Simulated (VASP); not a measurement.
Set up this calculation in VASP 6.6.1, as the native input.

* Task: single point
* Functional: LDA
* Potentials or basis: VASP PAW LDA potentials, release 64 (Ba_sv, Ti_sv, O)
* Cutoff: 600 eV
* k mesh: 7 × 7 × 3
* Occupations: gaussian, width 0.05 eV
* Spin: no spin polarisation
* Dipole correction: no
* Further INCAR settings: ALGO = Normal; EDIFF = 1e-06; NBANDS = 73

The structure of BaTiO3 lies in POSCAR:

```
BaTiO3
1.0
    2.7879170996     -1.6096046879     -2.2805008955
    0.0000000000      3.2192093758     -2.2805008955
   10.4863665146      6.0543065301      8.5714370379
Ba Ti O
3 3 9
Direct
    0.9987974969      0.9987974969      0.7325410902
    0.9992913942      0.9992913942      0.2006875510
    0.9990444455      0.9990444455      0.4666143206
    0.4905967190      0.4905967190      0.0700685693
    0.4903497704      0.4903497704      0.3359953389
    0.4901028217      0.4901028217      0.6019221085
    0.5089069442      0.0131649225      0.0652005924
    0.5086599955      0.0129179738      0.3311273620
    0.5084130469      0.0126710252      0.5970541316
    0.0131649225      0.5089069442      0.0652005924
    0.0129179738      0.5086599955      0.3311273620
    0.0126710252      0.5084130469      0.5970541316
    0.5087845214      0.5087845214      0.1970316668
    0.5085375727      0.5085375727      0.4629584364
    0.5082906241      0.5082906241      0.7288852059
```

This cell differs from its parent crystal: the distance across one plane changed.

The input as run:

INCAR

```
ALGO     = Normal         # electronic algorithm
EDIFF    = 1E-6           # SCF threshold, eV
ENCUT    = 600            # plane-wave cutoff, eV
GGA      = CA             # functional
GGA_COMPAT= F            
ISIF     = 2              # what is computed and relaxed
ISMEAR   = 0              # smearing method
LASPH    = T              # aspherical terms in the spheres
LCHARG   = F              # write CHGCAR
LREAL    = F              # projectors in reciprocal space
LWAVE    = F              # write WAVECAR
NBANDS   = 73             # bands
NELM     = 120            # most SCF steps
PREC     = Accurate       # precision mode
SIGMA    = 0.05           # smearing width, eV
```

KPOINTS

```
k-points
0
Gamma
  7 7 3
```

Potentials or basis: VASP PAW LDA potentials, release 64 (Ba_sv, Ti_sv, O).

Run with:

```bash
$ cat potpaw_LDA.64/Ba_sv/POTCAR potpaw_LDA.64/Ti_sv/POTCAR potpaw_LDA.64/O/POTCAR > POTCAR
$ mpirun -np 1 vasp_std > vasp.out
```

Results of the run:

```yaml
Pressure: -2.0 GPa
Largest_force: 1.731 eV/Å
Band_gap_on_the_k_mesh: 0.66 eV (least direct gap 1.37 eV)
```

Caveat: the cell differs from its parent crystal (the distance across one plane changed); semilocal functionals underestimate gaps, and a narrow one can read as zero; spin-orbit coupling is left out, which moves the levels of the heavy elements; forces of over 1 eV/Å act on the atoms, so gaps and moduli don't describe the material at rest.

It took 14 min on 1 thread of Intel(R) Xeon(R) 6975P-C (Granite Rapids) (shared host), peak memory 0.75 GiB.
